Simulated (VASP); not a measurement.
A run of VASP 6.6.1:

INCAR

```
SYSTEM = Ir
PREC = Accurate
ENCUT = 500
EDIFF = 1E-6
ISMEAR = 0
SIGMA = 0.1
LREAL = .FALSE.
LASPH = .TRUE.
NELM = 120
ALGO = Normal
ISIF = 2
LWAVE = .FALSE.
LCHARG = .TRUE.
GGA = PE
LELF = .TRUE.
LVHAR = .TRUE.
NBANDS = 10
GGA_COMPAT = .FALSE.
```

File KPOINTS:

```
regular mesh
0
G
  18 18 18
  0 0 0
```

The input POSCAR:

```
Ir
1.0
    0.0000000000      1.8545961700      1.8545961700
    1.8545961700      0.0000000000      1.8545961700
    1.8545961700      1.8545961700      0.0000000000
Ir
1
Direct
    0.0000000000      0.0000000000      0.0000000000
```

Potentials or basis: VASP PAW PBE potentials, release 64 (Ir).

Command:

```bash
$ cat potpaw_PBE.64/Ir/POTCAR > POTCAR
$ mpirun -np 1 vasp_std > vasp.out
```

Hardware: 1 thread of Intel(R) Xeon(R) Platinum 8488C (Sapphire Rapids), on a shared host.

Estimate the wall time of this run.

Wall time 11 s on 1 thread of Intel(R) Xeon(R) Platinum 8488C (Sapphire Rapids), with other jobs on the host, peak memory 0.14 GiB. Counts: scf iterations 11, k points 195.
